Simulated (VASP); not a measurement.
SiC, 16 atoms in the cell. The structure is orthorhombic, space group Pmc2_1 (No. 26). Conventional cell: a = 3.092 Å, b = 10.410 Å, c = 5.074 Å, α = 90.00°, β = 90.00°, γ = 90.00°. Within 2.5 Å of Si (site symmetry m) lie 4 C at 1.89 to 1.91 Å. Within 2.1 Å of Si (site symmetry m) lie 4 C at 1.61 to 1.91 Å. Si (site symmetry m) has 4 C at 1.89 to 1.91 Å within 2.5 Å. Si (site symmetry m) has 4 C at 1.89 to 1.91 Å within 2.5 Å. C (site symmetry m) has 4 Si at 1.89 to 1.91 Å within 2.5 Å. C (site symmetry m) has 4 Si at 1.61 to 1.91 Å within 2.1 Å. Within 2.5 Å of C (site symmetry m) lie 4 Si at 1.89 to 1.91 Å. Within 2.5 Å of C (site symmetry m) lie 4 Si at 1.89 to 1.91 Å.  This cell differs from its parent crystal: the distance across one plane changed.

* Program: VASP 6.6.1
* Task: single point
* Functional: PBE
* Potentials or basis: VASP PAW PBE potentials, release 64 (Si, C)
* Cutoff: 520 eV
* k mesh: 9 × 5 × 3
* Occupations: gaussian, width 0.05 eV
* Spin: no spin polarisation
* Dipole correction: no
* Further INCAR settings: LREAL = Auto; ALGO = Normal; EDIFF = 1e-07; NBANDS = 46

Potentials or basis: VASP PAW PBE potentials, release 64 (Si, C).

Run with:

```console
$ cat potpaw_PBE.64/Si/POTCAR potpaw_PBE.64/C/POTCAR > POTCAR
$ mpirun -np 1 vasp_std > vasp.out
```

Hardware: 1 thread of Intel(R) Xeon(R) 6975P-C (Granite Rapids) (shared host).

Question: How long does it take, and how much memory?

Answer: Wall time 110 s on 1 thread of Intel(R) Xeon(R) 6975P-C (Granite Rapids), with other jobs on the host, peak memory 0.32 GiB. Counts: scf iterations 16, k points 30.
